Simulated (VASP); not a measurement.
Runs of VASP 6.6.1 on HfB. The structure is that of space group Fm-3m (No. 225), or close to it. The cells are those of the table. 

```tsv
cell	gap on the mesh (eV)	pressure (GPa)
a = 3.267 Å, angles 60.0°, 2 atoms	none	(a)
a = 3.234 Å, angles 60.0°, 2 atoms	none	39.9
a = 3.299 Å, angles 60.0°, 2 atoms	none	22.8
a = 3.331 Å, angles 60.0°, 2 atoms	none	(b)
a = 3.200 Å, angles 60.0°, 2 atoms	none	50.3
```

Alike in all rows: task single point; level PBE; potentials or basis VASP PAW PBE potentials, release 64 (Hf_pv, B); no spin polarisation; k mesh 21 × 21 × 21; cutoff (eV) 520; smearing fermi-dirac 0.1 eV.

Problem. Fill in the values left out.

Solution. (a) 31.5; (b) 15.8.

Caveats: spin-orbit coupling is left out, which moves the levels of the heavy elements; forces of over 1 eV/Å act on the atoms, so gaps and moduli don't describe the material at rest (some runs).

A k mesh can miss the band edges, and the runs leave out spin-orbit coupling on Hf.

A gap of «none» marks levels without a gap at the run's occupations.
